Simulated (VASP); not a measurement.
# Ta2C (P-3m1) in VASP: further runs

The runs below take Ta2C through single point, relaxation of cell and atoms, with LDA.

Everything below comes from runs of VASP 6.6.1. Logs are shortened: lines on timing, memory, paths and dates and some standing lists are left out, and cuts for length are marked.

### Step 1. The cell of the first run

The structure is trigonal, space group P-3m1 (No. 164). The conventional cell has a = 3.106 Å, b = 3.106 Å, c = 4.946 Å, α = 90.00°, β = 90.00°, γ = 120.00°. Ta (site symmetry 3m) has 3 C at 2.18 Å within 2.9 Å. C (site symmetry -3m) has 6 Ta at 2.18 Å within 2.9 Å.

### Step 2. Single point, LDA

File INCAR:

```
SYSTEM = Ta2C
  PREC = Accurate
  ENCUT = 520
  EDIFF = 1E-6
  ISMEAR = 0
  SIGMA = 0.1
  LREAL = .False.
  LASPH = .True.
  NELM = 100
  ALGO = Normal
  ISIF = 2
  LWAVE = .False.
  LCHARG = .False.
  NBANDS = 20
```

File KPOINTS:

```
Automatic mesh
0
Gamma
  6 6 4
  0 0 0
```

File POSCAR:

```
Ta2C
1.0
    3.1059000000      0.0000000000      0.0000000000
   -1.5529500000      2.6897883016      0.0000000000
    0.0000000000      0.0000000000      4.9464000000
Ta C
2 1
Direct
    0.3333333333      0.6666666667      0.2520100000
    0.6666666667      0.3333333333      0.7479900000
    0.0000000000      0.0000000000      0.0000000000
```

Potentials or basis: VASP PAW LDA potentials, release 64 (Ta_pv, C).

Run with:

```console
cat potpaw_LDA.64/Ta_pv/POTCAR potpaw_LDA.64/C/POTCAR > POTCAR
mpirun -np 1 vasp_std > vasp.out
```

OUTCAR:

```text
SYSTEM = Ta2C
   PREC = Accurate
   ENCUT = 520
   EDIFF = 1E-6
   ISMEAR = 0
   LREAL = .False.
   LASPH = .True.
   NELM = 100
   ISIF = 2

 ion  position               nearest neighbor table
   1  0.333  0.667  0.252-   3 2.18   3 2.18   3 2.18   2 3.04   2 3.04   2 3.04   2 3.07   2 3.07
                             2 3.07
   2  0.667  0.333  0.748-   3 2.18   3 2.18   3 2.18   1 3.04   1 3.04   1 3.04   1 3.07   1 3.07
                             1 3.07
   3  0.000  0.000  0.000-   1 2.18   2 2.18   1 2.18   2 2.18   2 2.18   1 2.18

  LATTYP: Found a hexagonal cell.
 ALAT       =     3.1059000000
 C/A-ratio  =     1.5925818603

  Lattice vectors:

 A1 = (   3.1059000000,   0.0000000000,   0.0000000000)
 A2 = (  -1.5529500000,   2.6897883016,   0.0000000000)
 A3 = (   0.0000000000,   0.0000000000,   4.9464000000)

Analysis of symmetry for initial positions (statically):
=====================================================================
 Subroutine PRICEL returns:
 Original cell was already a primitive cell.

 Routine SETGRP: Setting up the symmetry group for a
 hexagonal supercell.

 Subroutine GETGRP returns: Found 12 space group operations
 (whereof 12 operations were pure point group operations)
 out of a pool of 24 trial point group operations.

The static configuration has the point symmetry D_3d.

Analysis of symmetry for dynamics (positions and initial velocities):
=====================================================================
 Subroutine PRICEL returns:
 Original cell was already a primitive cell.

 Routine SETGRP: Setting up the symmetry group for a
 hexagonal supercell.

 Subroutine GETGRP returns: Found 12 space group operations
 (whereof 12 operations were pure point group operations)
 out of a pool of 24 trial point group operations.

The dynamic configuration has the point symmetry D_3d.

 Subroutine INISYM returns: Found 12 space group operations
 (whereof 12 operations are pure point group operations),
 and found     1 'primitive' translations

----------------------------------------------------------------------------------------

                                     Primitive cell

  volume of cell :      41.3233

  direct lattice vectors                    reciprocal lattice vectors
     3.105900000  0.000000000  0.000000000     0.321967868  0.185888235  0.000000000
[... 83 lines left out ...]
   LSORBIT =      F    spin-orbit coupling
   LASPH  =      T    aspherical Exc in radial PAW
   ENCUT  =  520.0 eV  38.22 Ry    6.18 a.u.   5.77  5.77  9.20*2*pi/ulx,y,z
   NELM   =    100;   NELMIN=  2; NELMDL= -5     # of ELM steps
   EDIFF  = 0.1E-05   stopping-criterion for ELM
   LREAL  =      F    real-space projection
   EDIFFG = 0.1E-04   stopping-criterion for IOM
   NSW    =      0    number of steps for IOM
   IBRION =     -1    ionic relax: 0-MD 1-quasi-New 2-CG
   NFREE  =      0    steps in history (QN), initial steepest desc. (CG)
   ISIF   =      2    stress and relaxation
   ISYM   =      2    0-nonsym 1-usesym 2-fastsym
   POTIM  = 0.5000    time-step for ionic-motion
   TEBEG  =    0.0;   TEEND  =   0.0 temperature during run
   PSTRESS=    0.0 pullay stress
   NELECT =      26.0000    total number of electrons
   NUPDOWN=      -1.0000    fix difference up-down
   EMIN   =  10.00;   EMAX   =-10.00  energy-range for DOS
   EFERMI =   0.00;   METHOD = LEGACY
   ISMEAR =     0;   SIGMA  =   0.10  broadening in eV -4-tet -1-fermi 0-gaus
   EFERMI_NEDOS =   21; number of points for ismear=-14 and -15
   IALGO  =     38    algorithm
   IMIX   =      4    mixing-type and parameters
     AMIX     =   0.40;   BMIX     =  1.00
     AMIX_MAG =   1.60;   BMIX_MAG =  1.00
  volume/ion in A,a.u.               =      13.77        92.95
  Fermi-wavevector in a.u.,A,eV,Ry     =   1.402817  2.650940 26.774843  1.967895
  Thomas-Fermi vector in A             =   2.525541
   LORBIT       =      0    0 simple, 1 ext, 2 COOP (PROOUT), +10 PAW based schemes
   GGA     = CA    functional components
   LHFCALC =     F    Hartree Fock is set to
   AEXX    =    0.0000 exact exchange contribution
   IVDW    =     0    specifies the selected vdW correction
   LEPSILON=     F    determine dielectric tensor
   LRPA    =     F    only Hartree local field effects (RPA)
 non-spin polarized calculation
 Gauss-broadening in eV      SIGMA  =   0.10
  energy-cutoff  :      520.00
  volume of cell :       41.32
 maximum number of plane-waves:      1132
 NGX is ok and might be reduce to    24
   NGX = 11   NGY = 11   NGZ = 19

 number of electron      26.0000001 magnetization

 Free energy of the ion-electron system (eV)
  ---------------------------------------------------
  ext. energy  EPLUGINS =         0.00000000
  ---------------------------------------------------
  free energy    TOTEN  =       -37.66731091 eV

  energy without entropy =      -37.66504275  energy(sigma->0) =      -37.66617683

 E-fermi :   6.4718     XC(G=0): -12.9396

 val. band max:        6.4693944767   @ k =   0.0000   0.0000   0.2500
 cond. band min:       6.6317657556   @ k =   0.3333   0.1667   0.5000
 fundamental gap:      0.1623712789
 Fermi energy:         6.4717991836

 k-point     1 :       0.0000    0.0000    0.0000
  band No.  band energies     occupation
      1     -28.2120      2.00000
      2     -27.5254      2.00000
      3     -27.5254      2.00000
      4     -27.4126      2.00000
      5     -27.4126      2.00000
      6     -27.3257      2.00000
[... 541 lines left out ...]
     19      13.8730      0.00000
     20      14.1632      0.00000

------------------------ aborting loop because EDIFF is reached ----------------------------------------

  FORCE on cell =-STRESS in cart. coord.  units (eV):
  Direction    XX          YY          ZZ          XY          YZ          ZX
  --------------------------------------------------------------------------------------
  -------------------------------------------------------------------------------------
  Total       -1.8102194     -1.8102194     -1.9616578      0.0000000     -0.0000000      0.0000000
  in kB      -70.1854348    -70.1854348    -76.0569705      0.0000000     -0.0000000      0.0000000
  external PRESSURE =     -72.1426133 kB  Pullay stress =       0.0000000 kB

 VOLUME and BASIS-vectors are now :
 -----------------------------------------------------------------------------
  energy-cutoff  :      520.00
  volume of cell :       41.32
      direct lattice vectors                 reciprocal lattice vectors
     3.105900000  0.000000000  0.000000000     0.321967868  0.185888235  0.000000000
    -1.552950000  2.689788302  0.000000000     0.000000000  0.371776470  0.000000000
     0.000000000  0.000000000  4.946400000     0.000000000  0.000000000  0.202167233

 POSITION                                       TOTAL-FORCE (eV/Angst)
 -----------------------------------------------------------------------------------
     -0.00000      1.79319      1.24654        -0.000000     -0.000000      0.190800
      1.55295      0.89660      3.69986        -0.000000      0.000000     -0.190800
      0.00000      0.00000      0.00000         0.000000      0.000000      0.000000
 -----------------------------------------------------------------------------------
    total drift:                               -0.000000      0.000000     -0.000000

  FREE ENERGIE OF THE ION-ELECTRON SYSTEM (eV)
  ---------------------------------------------------
  free  energy   TOTEN  =       -37.6673109074 eV

  energy  without entropy=      -37.6650427474  energy(sigma->0) =      -37.66617683
```

OSZICAR:

```text
N       E                     dE             d eps       ncg     rms          rms(c)
DAV:   1     0.198712696331E+03    0.19871E+03   -0.14903E+04   960   0.135E+03
DAV:   2    -0.336459898809E+02   -0.23236E+03   -0.22662E+03  1084   0.379E+02
DAV:   3    -0.417690741560E+02   -0.81231E+01   -0.80262E+01  1248   0.637E+01
DAV:   4    -0.418598712840E+02   -0.90797E-01   -0.90628E-01  1176   0.658E+00
DAV:   5    -0.418606915251E+02   -0.82024E-03   -0.82017E-03  1224   0.599E-01    0.276E+01
DAV:   6    -0.379458289714E+02    0.39149E+01   -0.19595E+01  1196   0.245E+01    0.115E+01
DAV:   7    -0.377219879856E+02    0.22384E+00   -0.14754E+00  1072   0.730E+00    0.560E+00
DAV:   8    -0.376727728810E+02    0.49215E-01   -0.19067E-01  1124   0.280E+00    0.548E-01
DAV:   9    -0.376678288211E+02    0.49441E-02   -0.23510E-02  1160   0.902E-01    0.183E-01
DAV:  10    -0.376673662690E+02    0.46255E-03   -0.34041E-03  1228   0.450E-01    0.538E-02
DAV:  11    -0.376673115871E+02    0.54682E-04   -0.38639E-04  1112   0.114E-01    0.271E-02
DAV:  12    -0.376673108429E+02    0.74422E-06   -0.30957E-05  1108   0.386E-02    0.696E-03
DAV:  13    -0.376673109074E+02   -0.64460E-07   -0.40544E-06  1088   0.128E-02
   1 F= -.37667311E+02 E0= -.37666177E+02  d E =-.226816E-02
```

It took 14 s on 1 thread of AMD EPYC 7R43 (Zen 3), shared host; peak memory 0.12 GiB.

What came out:

```
Free energy            : -37.6673 eV
Pressure               : -7.2 GPa
Largest force          : 0.191 eV/Å
Band gap on the k mesh : zero (bands 13 and 14 overlap by 0.78 eV)
```

Forces in eV/Å, atoms in the order of the input:
```
Ta   0.000  0.000  0.191
Ta   0.000  0.000 -0.191
C    0.000  0.000  0.000
```

Stress tensor (GPa, compression positive):
```
-7.02  0.00  0.00
 0.00 -7.02  0.00
 0.00  0.00 -7.61
```

Caveat: the k points lie up to 0.39 Å⁻¹ apart, too coarse for converged energies and pressures of a metal; spin-orbit coupling is left out, which moves the levels of the heavy elements.

### Step 3. Single point, LDA

This run uses another cell than the first one, of 13.37 Å³/atom.

File INCAR:

```
PREC = Accurate ; ENCUT = 520
EDIFF = 1E-7 ; ISMEAR = 0
SIGMA = 0.1 ; LREAL = False
LASPH = True ; NELM = 100
ALGO = Normal ; ISIF = 2
LWAVE = False ; LCHARG = False
NBANDS = 20
```

File KPOINTS:

```
regular mesh
0
Gamma
  9 9 4
```

File POSCAR:

```
Ta2C
1.0
    3.0777036631      0.0000000000      0.0000000000
   -1.5388518316      2.6653695576      0.0000000000
    0.0000000000      0.0000000000      4.8882307610
Ta C
2 1
Direct
    0.3333333333      0.6666666667      0.2530773876
    0.6666666667      0.3333333333      0.7469226124
    0.0000000000      0.0000000000      0.0000000000
```

Potentials or basis: VASP PAW LDA potentials, release 64 (Ta_pv, C).

Run with:

```console
cat potpaw_LDA.64/Ta_pv/POTCAR potpaw_LDA.64/C/POTCAR > POTCAR
mpirun -np 1 vasp_std > vasp.out
```

Wall time 29 s (1 thread of AMD EPYC 7R43 (Zen 3), shared host); peak memory 0.12 GiB.

Results (log left out):

* Free energy: -37.6832 eV
* Pressure: 1.4 GPa
* Largest force: 0.014 eV/Å
* Band gap on the k mesh: zero (bands 13 and 14 overlap by 0.83 eV)

Forces in eV/Å, atoms in the order of the input:
```
Ta   0.000  0.000  0.014
Ta   0.000  0.000 -0.014
C    0.000  0.000  0.000
```

Stress tensor (GPa, compression positive):
```
1.30 0.00 0.00
0.00 1.30 0.00
0.00 0.00 1.54
```

Levels at points of the mesh, in eV from the Fermi level:
| k point | band 11 | band 12 | band 13 | band 14 | band 15 | band 16 |
| --- | --- | --- | --- | --- | --- | --- |
| (0.00, 0.00, 0.00) | -2.79 | -0.01 | 0.51 | 0.51 | 1.14 | 1.14 |
| (0.00, 0.00, 0.50) | -1.83 | -1.47 | -0.31 | -0.31 | 3.06 | 3.06 |

Caveat: spin-orbit coupling is left out, which moves the levels of the heavy elements.

### Step 4. Relaxation of cell and atoms, LDA

File INCAR:

```
PREC = Accurate ; ENCUT = 600
EDIFF = 1E-6 ; ISMEAR = 0
SIGMA = 0.1 ; LREAL = F
LASPH = T ; NELM = 80
ALGO = Normal ; ISIF = 3
LWAVE = F ; LCHARG = F
GGA = CA ; IBRION = 2
NSW = 100 ; EDIFFG = -0.05
```

KPOINTS is that of step 3.

File POSCAR:

```
Ta2C
1.0
    3.1059000000      0.0000000000      0.0000000000
   -1.5529500000      2.6897883016      0.0000000000
    0.0000000000      0.0000000000      4.9464000000
Ta C
2 1
Direct
    0.3333333333      0.6666666667      0.2520100000
    0.6666666667      0.3333333333      0.7479900000
    0.0000000000      0.0000000000      0.0000000000
```

Run with:

```console
cat potpaw_LDA.64/Ta_pv/POTCAR potpaw_LDA.64/C/POTCAR > POTCAR
mpirun -np 1 vasp_std > vasp.out
```

Run time: 98 s. Hardware: 1 thread of AMD EPYC 7R43 (Zen 3), shared host; peak memory 0.15 GiB.

The run converged. Its results:

```
Free energy                           : -37.6865 eV
Relaxed volume                        : 13.42 Å³/atom
Relaxed cell                          : a = 3.081 Å, b = 3.081 Å, c = 4.897 Å, α = 90.00°, β = 90.00°, γ = 120.00°
Space group after relaxing (to 0.1 Å) : P-3m1 (No. 164)
Energy gained by relaxing             : 7.7 meV/atom
Ionic steps                           : 5
Pressure after relaxing               : 0.0 GPa
Largest force after relaxing          : 0.033 eV/Å
Band gap on the k mesh                : zero (bands 13 and 14 overlap by 0.82 eV)
```

Forces on the atoms (eV/Å):
```
Ta   0.000  0.000 -0.033
Ta   0.000  0.000  0.033
C    0.000  0.000  0.000
```

Stress tensor (GPa, compression positive):
```
 0.06  0.00  0.00
 0.00  0.06  0.00
 0.00  0.00 -0.02
```

Step by step:
| step | energy change (eV) | largest force (eV/Å) | pressure (GPa) | volume (Å³) |
| --- | --- | --- | --- | --- |
| 1 | 0.0000 | 0.1015 | -7.06 | 41.32 |
| 2 | 0.1530 | 1.0108 | 22.88 | 37.80 |
| 3 | -0.0222 | 0.1554 | -0.28 | 40.37 |
| 4 | -0.0222 | 0.1626 | -0.07 | 40.34 |
| 5 | -0.0231 | 0.0327 | 0.03 | 40.27 |

Final structure:
```
Ta C
1.0
     3.08118    0.00000    0.00000
    -1.54059    2.66838    0.00000
     0.00000    0.00000    4.89744
Ta C
2 1
Cartesian
  0.0000 1.7789 1.2396
  1.5406 0.8895 3.6578
  0.0000 0.0000 0.0000
```

Levels at points of the mesh, in eV from the Fermi level:
```csv
k point,band 9,band 10,band 11,band 12,band 13,band 14,band 15,band 16,band 17
"(0.00, 0.00, 0.00)",-3.63,-3.63,-2.81,-0.01,0.51,0.51,1.14,1.14,2.39
"(0.00, 0.00, 0.50)",-3.88,-3.88,-1.83,-1.47,-0.31,-0.31,3.04,3.04,3.54
```

Caveat: spin-orbit coupling is left out, which moves the levels of the heavy elements; the relaxation stopped at a loose force limit of 0.05 eV/Å, so its end isn't a converged minimum. LDA usually gives volumes a few per cent too small.

### Step 5. Single point, LDA

This run uses another cell than the first one, of 13.36 Å³/atom.

File INCAR:

```
PREC     = Accurate       # precision mode
ENCUT    = 520            # plane-wave cutoff, eV
EDIFF    = 1E-6           # SCF threshold, eV
ISMEAR   = 0              # smearing method
SIGMA    = 0.1            # smearing width, eV
LREAL    = F              # projectors in reciprocal space
LASPH    = T              # aspherical terms in the spheres
NELM     = 100            # most SCF steps
ALGO     = Normal         # electronic algorithm
ISIF     = 2              # what is computed and relaxed
LWAVE    = F              # write WAVECAR
LCHARG   = F              # write CHGCAR
NBANDS   = 20             # bands
```

File KPOINTS:

```
Automatic mesh
0
Gamma
  15 15 10
```

File POSCAR:

```
Ta2C
1.0
    3.0758449693      0.0000000000      0.0000000000
   -1.5379224847      2.6637598815      0.0000000000
    0.0000000000      0.0000000000      4.8920151884
Ta C
2 1
Direct
    0.3333333333      0.6666666667      0.2531657425
    0.6666666667      0.3333333333      0.7468342575
    0.0000000000      0.0000000000      0.0000000000
```

Run with:

```console
cat potpaw_LDA.64/Ta_pv/POTCAR potpaw_LDA.64/C/POTCAR > POTCAR
mpirun -np 1 vasp_std > vasp.out
```

Wall time 2.2 min (1 thread of AMD EPYC 7R43 (Zen 3), shared host); peak memory 0.24 GiB.

It converged, with:

```yaml
Free_energy: -37.6871 eV
Pressure: 1.4 GPa
Largest_force: 0.061 eV/Å
Band_gap_on_the_k_mesh: zero (bands 13 and 14 overlap by 0.82 eV)
```

Forces in eV/Å, atoms in the order of the input:
```
Ta   0.000  0.000  0.061
Ta   0.000  0.000 -0.061
C    0.000  0.000  0.000
```

Levels at points of the mesh, in eV from the Fermi level:
```tsv
k point	band 9	band 10	band 11	band 12	band 13	band 14	band 15	band 16	band 17	band 18
(0.00, 0.00, 0.00)	-3.62	-3.62	-2.77	0.00	0.53	0.53	1.17	1.17	2.42	2.42
(0.00, 0.00, 0.50)	-3.88	-3.88	-1.83	-1.45	-0.29	-0.29	3.08	3.08	3.58	3.58
```

Caveat: spin-orbit coupling is left out, which moves the levels of the heavy elements.

### Step 6. The runs side by side

```csv
task,cell,k mesh,cutoff (eV),gap on the mesh (eV),pressure (GPa),largest force (eV/Å)
single point,"a = 3.106, b = 3.106, c = 4.946 Å, angles 90.0, 90.0, 120.0°, 3 atoms",6 × 6 × 4,520,none,-7.2,0.19
single point,"a = 3.078, b = 3.078, c = 4.888 Å, angles 90.0, 90.0, 120.0°, 3 atoms",9 × 9 × 4,520,none,1.4,0.01
relaxation of cell and atoms,"relaxed from a = 3.106, b = 3.106, c = 4.946 Å, angles 90.0, 90.0, 120.0°, 3 atoms",9 × 9 × 4,600,none,0.0,0.03
single point,"a = 3.076, b = 3.076, c = 4.892 Å, angles 90.0, 90.0, 120.0°, 3 atoms",15 × 15 × 10,520,none,1.4,0.06
```

Alike in all rows: level LDA; potentials or basis VASP PAW LDA potentials, release 64 (Ta_pv, C); no spin polarisation; smearing gaussian 0.1 eV.

Caveats: some runs use coarse meshes; spin-orbit coupling is left out, which moves the levels of the heavy elements; the relaxation stopped at a loose force limit of 0.05 eV/Å, so its end isn't a converged minimum (at least some runs).

Total energies depend on the potentials used, so only differences within one code and one set of settings carry meaning.
